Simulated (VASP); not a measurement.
Wanted: the native input for a VASP 6.6.1 run.

```
Task                   : single point
Functional             : PBE
Potentials or basis    : VASP PAW PBE potentials, release 64 (Rh_pv)
Cutoff                 : 520 eV
k mesh                 : 22 × 22 × 22
Occupations            : methfessel-paxton, width 0.02 eV
Spin                   : no spin polarisation
Dipole correction      : no
Further INCAR settings : ALGO = Normal; EDIFF = 1e-06; NBANDS = 14
```

The structure of Rh lies in POSCAR:

```
Rh
1.0
    0.0000000000      1.8064725000      1.8064725000
    1.8064725000      0.0000000000      1.8064725000
    1.8064725000      1.8064725000      0.0000000000
Rh
1
Direct
    0.0000000000      0.0000000000      0.0000000000
```

This cell differs from its parent crystal: strain -0.050 along x and y, -0.050 along z.

These files were run (other wordings do the same):

INCAR

```
SYSTEM = Rh
ALGO     = Normal         ! electronic algorithm
EDIFF    = 1E-6           ! SCF threshold, eV
ENCUT    = 520            ! plane-wave cutoff, eV
GGA      = PE             ! functional
ISIF     = 2              ! what is computed and relaxed
ISMEAR   = 1              ! smearing method
LASPH    = .TRUE.         ! aspherical terms in the spheres
LCHARG   = .FALSE.        ! write CHGCAR
LREAL    = .FALSE.        ! projectors in reciprocal space
LWAVE    = .FALSE.        ! write WAVECAR
NBANDS   = 14             ! bands
NELM     = 80             ! most SCF steps
PREC     = Accurate       ! precision mode
SIGMA    = 0.02           ! smearing width, eV
```

KPOINTS

```
k-points
0
G
  22 22 22
  0 0 0
```

Potentials or basis: VASP PAW PBE potentials, release 64 (Rh_pv).

Command:

```console
$ cat potpaw_PBE.64/Rh_pv/POTCAR > POTCAR
$ mpirun -np 1 vasp_std > vasp.out
```

It gave:

```yaml
Pressure: 70.5 GPa
```

Caveat: the cell differs from its parent crystal (strain -0.050 along x and y, -0.050 along z).

Wall time 17 s on 1 thread of Intel(R) Xeon(R) 6975P-C (Granite Rapids), with other jobs on the host, peak memory 0.16 GiB.
